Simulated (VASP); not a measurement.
The system is SbPt.

```xyz
2
Lattice="0.0000 2.8185 2.8185 2.8185 0.0000 2.8185 2.8185 2.8185 0.0000" Properties=species:S:1:pos:R:3 pbc="T T T"
Pt    0.0000    0.0000    0.0000
Sb    2.8185    2.8185    2.8185
```

```yaml
Program: VASP 6.6.1
Task: relaxation of cell and atoms
Functional: PBE
Potentials_or_basis: VASP PAW PBE potentials, release 64 (Pt, Sb)
Cutoff: 500 eV
k_mesh: 6 × 6 × 6
Occupations: methfessel-paxton, width 0.0709 eV
Spin: no spin polarisation
```

At the start: pressure -5.6 GPa; volume 22.39 Å³/atom.

Where does the relaxation end?

Over 4 steps the energy falls by 20.9 meV/atom and the volume is 21.25 Å³/atom (-5.1 %); space group Fm-3m (No. 225, to 0.1 Å) before and after.

Step by step:
```tsv
step	energy change (eV)	largest force (eV/Å)	pressure (GPa)	volume (Å³)
1	0.0000	0.0000	-5.63	44.78
2	0.0313	0.0000	9.45	39.87
3	-0.0418	0.0000	-0.08	42.55
4	-0.0419	0.0000	0.04	42.51
```

Final structure:
```xyz
2
Lattice="0.0000 2.7700 2.7700 2.7700 0.0000 2.7700 2.7700 2.7700 0.0000" Properties=species:S:1:pos:R:3 pbc="T T T"
Pt    2.7700    2.7700    5.5401
Sb    2.7700    2.7700    2.7700
```
